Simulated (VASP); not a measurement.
A run of VASP 6.6.1:

File INCAR:

```
SYSTEM = K
PREC = Accurate
ENCUT = 520
EDIFF = 1E-6
ISMEAR = 0
SIGMA = 0.1
LREAL = .False.
LASPH = .True.
NELM = 100
ALGO = Normal
ISIF = 2
LWAVE = .False.
LCHARG = .True.
GGA = PS
LELF = .True.
LVHAR = .True.
NBANDS = 26
```

File KPOINTS:

```
Automatic mesh
0
Gamma
  10 10 4
  0 0 0
```

File POSCAR:

```
K
1.0
    3.3857372642     -3.0939119900      0.0000000000
    3.3857372642      3.0939119900      0.0000000000
    0.0000000000      0.0000000000     13.5756012767
K
4
Direct
    0.7489387999      0.2510612001      0.1253732254
    0.7510612001      0.2489387999      0.6253732254
    0.2510612001      0.7489387999      0.8746267746
    0.2489387999      0.7510612001      0.3746267746
```

Potentials or basis: VASP PAW PBE potentials, release 64 (K_sv).

The run is started by

```bash
$ cat potpaw_PBE.64/K_sv/POTCAR > POTCAR
$ mpirun -np 1 vasp_std > vasp.out
```

Hardware: 1 thread of Intel(R) Xeon(R) 6975P-C (Granite Rapids), with other jobs on the host.

Problem. Estimate the wall time of this run.

Solution. Run time: 5.7 min on 1 thread of Intel(R) Xeon(R) 6975P-C (Granite Rapids) (shared host), peak memory 0.69 GiB. Counts: scf iterations 13, k points 93.
